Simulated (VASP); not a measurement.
Here is a VASP 6.6.1 calculation.

File INCAR:

```
ALGO = Normal ; EDIFF = 1E-6
ENCUT = 520 ; GGA = PS
ISIF = 2 ; ISMEAR = 0
LASPH = True ; LCHARG = False
LREAL = False ; LWAVE = False
NBANDS = 8 ; NELM = 100
PREC = Accurate ; SIGMA = 0.01
```

Contents of KPOINTS:

```
k-points
0
Gamma
  10 10 10
```

The input POSCAR:

```
H
1.0
   -1.7652280463      1.7652280463      2.1969336803
    1.7652280463     -1.7652280463      2.1969336803
    1.7652280463      1.7652280463     -2.1969336803
H
2
Direct
    0.9135987057      0.9135987057      0.0000000000
    0.0864012943      0.0864012943      0.0000000000
```

Potentials or basis: VASP PAW PBE potentials, release 64 (H).

Run with:

```bash
$ cat potpaw_PBE.64/H/POTCAR > POTCAR
$ mpirun -np 1 vasp_std > vasp.out
```

Estimate the band gap on the k mesh.

8.89 eV, indirect (least direct gap 9.52 eV).

Predict the largest force.

0.003 eV/Å.

Forces on the atoms (eV/Å):
```
H    0.000  0.000 -0.003
H    0.000  0.000  0.003
```

Caveat: the PAW data sets were made with another functional, which shifts forces and pressure a little. A k mesh can miss the band edges.
